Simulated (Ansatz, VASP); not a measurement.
# CdTe: VASP beside Ansatz

```
Cd Te
1.0
     0.00000    3.25906    3.40795
     3.25906    0.00000    3.40795
     3.25906    3.25906    0.00000
Cd Te
1 1
Direct
  0.00000 0.00000 0.00000
  0.75000 0.75000 0.75000
```

Change from the starting cell: strain -0.015 along x and y, +0.030 along z, atoms carried along.

Alike in both runs: task single point; functional PBE; k mesh 10 × 10 × 10; occupations gaussian, width 0.05 eV; no spin polarisation.

```csv
,VASP,Ansatz
version,VASP 6.6.1,Ansatz 0.2.0
potentials or method,"VASP PAW PBE potentials, release 64 (Cd, Te), cutoff 520 eV","scalar-relativistic, plane waves, PAW"
valence electrons in the cell,18,36
```

|  | VASP | Ansatz | Ansatz less VASP |
| --- | --- | --- | --- |
| gap on the k mesh at the Fermi level (eV) | 0.53 | 0.53 | +0.002 |
| least direct gap on the mesh (eV) | 0.53 | 0.53 | +0.002 |
| pressure (GPa) | 0.1 | 0.0 | -0.11 |
| traceless stress, the component that is largest in VASP (GPa) | -0.53 | -0.53 | -0.002 |

The functional is the same, so the differences come from potentials, cutoffs and numerics. VASP's potentials hold 18 valence electrons a cell and Ansatz's 36, so a difference there can come from the potentials and not from the codes.

Spin-orbit coupling is off throughout.
